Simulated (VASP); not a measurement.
# Ag: single point with PBE

Slab: Ag, a slab with vacuum.

```
Ag
1.0
     2.93250    0.00000    0.00000
    -1.46625    2.53962    0.00000
     0.00000    0.00000   19.78875
Ag
3
Direct
  0.66667 0.33333 0.37900
  0.33333 0.66667 0.50000
  0.00000 0.00000 0.62100
```

```yaml
Program: VASP 6.6.1
Task: single point
Functional: PBE
Potentials_or_basis: VASP PAW PBE potentials, release 64 (Ag)
Cutoff: 520 eV
k_mesh: 12 × 12 × 1
Occupations: gaussian, width 0.1 eV
Spin: no spin polarisation
```

```yaml
Largest_force: 0.069 eV/Å
```

Forces in eV/Å, atoms in the order of the input:
```
Ag   0.000  0.000  0.069
Ag   0.000  0.000  0.000
Ag   0.000  0.000 -0.069
```

Levels at points of the mesh, in eV from the Fermi level:
```
           k point  band 13  band 14  band 15  band 16  band 17  band 18  band 19  band 20  band 21  band 22
(0.00, 0.00, 0.00)    -3.58    -3.27    -3.27    -2.97    -2.97    -1.26     0.53     4.03     4.65     5.20
(0.50, 0.00, 0.00)    -2.88    -2.64    -2.62     0.45     1.31     1.70     4.00     4.81     5.56     7.97
```

Run time: 55 s on 1 thread of Intel(R) Xeon(R) Platinum 8488C (Sapphire Rapids) (shared host), peak memory 0.29 GiB.
